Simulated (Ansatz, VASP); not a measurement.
**Two plane-wave programs on CoO**

```
CELL_PARAMETERS angstrom
0.00000 2.17331 2.17331
2.17331 0.00000 2.17331
2.17331 2.17331 0.00000
ATOMIC_POSITIONS crystal
Co 0.00000 0.00000 0.00000
O 0.50000 0.50000 0.50000
```

Alike in both runs: task single point; functional PBE; k mesh 11 × 11 × 11; occupations fermi-dirac, width 0.05 eV; collinear spin.

```csv
,VASP,Ansatz
version,VASP 6.6.1,Ansatz 0.2.0
potentials or method,"VASP PAW PBE potentials, release 64 (Co_sv, O)",Ansatz PAW
plane-wave cutoff (eV),600,420
valence electrons in the cell,23,23
```

Ansatz gave:

| Item | Value |
| --- | --- |
| gap on the k mesh at the Fermi level (eV) | none |
| pressure (GPa) | -10.6 |
| net moment per atom (μB) | 1.50 |
| size of the moment on the site where the two differ most (μB) | 0.33 |

Q: Which values does VASP return?

A: gap on the k mesh at the Fermi level (eV): none; pressure (GPa): -12.8; net moment per atom (μB): 1.49; size of the moment on the site where the two differ most (μB): 0.31.

Site moments also hang on the region over which each program counts them. A gap of «none» marks a metal or a gap that the smearing closes. With one functional, cell and mesh, what is left measures potentials, basis and numerics.
